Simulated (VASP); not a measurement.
C, 2 atoms in the cell. The structure is cubic, space group Fd-3m (No. 227). Conventional cell: a = 3.637 Å, b = 3.637 Å, c = 3.637 Å, α = 90.00°, β = 90.00°, γ = 90.00°. C (site symmetry -43m) has 4 C at 1.57 Å within 2.1 Å. 

| Item | Value |
| --- | --- |
| Program | VASP 6.6.1 |
| Task | single point |
| Functional | PBE-based screened hybrid with 25 % exact exchange |
| Potentials or basis | VASP PAW PBE potentials, release 64 (C) |
| Cutoff | 520 eV |
| k mesh | 7 × 7 × 7 |
| Occupations | fermi-dirac, width 0.05 eV |
| Spin | no spin polarisation |
| Dipole correction | no |
| Grid for exact exchange (PRECFOCK) | Normal |
| Share of exact exchange | 0.25 |
| Further INCAR settings | ALGO = Normal; EDIFF = 1e-06; NBANDS = 11 |
| Screening parameter | 0.3 1/Å |

Potentials or basis: VASP PAW PBE potentials, release 64 (C).

Command:

```console
$ cat potpaw_PBE.64/C/POTCAR > POTCAR
$ cp INCAR.step1 INCAR
$ mpirun -np 1 vasp_std > vasp.out
$ cp INCAR.step2 INCAR
$ mpirun -np 1 vasp_std > vasp.out
```

Hardware: 1 thread of Intel Xeon 8259CL, with other jobs on the host.

Problem. Estimate the wall time of this run.

Solution. Wall time 8.1 min on 1 thread of Intel Xeon 8259CL, with other jobs on the host, peak memory 0.22 GiB. Counts: k points 20.
